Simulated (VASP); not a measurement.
Runs of VASP 6.6.1 on Zn. The structure is that of space group Im-3m (No. 229), or close to it. The cells are those of the table. 

| cell | gap on the mesh (eV) | pressure (GPa) |
| --- | --- | --- |
| a = 2.672 Å, angles 109.5°, 1 atom | none | -1.3 |
| a = 2.805 Å, angles 109.5°, 1 atom | none | -9.1 |
| a = 2.648 Å, angles 109.5°, 1 atom | none | (a) |
| a = 2.624 Å, angles 109.5°, 1 atom | none | 3.5 |
| a = 2.740 Å, angles 109.5°, 1 atom | none | -6.3 |
| a = 2.718 Å, angles 109.5°, 1 atom | none | (b) |

Alike in all rows: task single point; level PBEsol; potentials or basis VASP PAW PBE potentials, release 64 (Zn); no spin polarisation; k mesh 10 × 10 × 10; cutoff (eV) 520; smearing methfessel-paxton 0.05 eV.

**Question.** Estimate the missing entries.

**Answer.** (a) 0.9; (b) -4.9.

Caveats: the PAW data sets were made with another functional, which shifts forces and pressure a little.

A gap of «none» marks levels without a gap at the run's occupations.
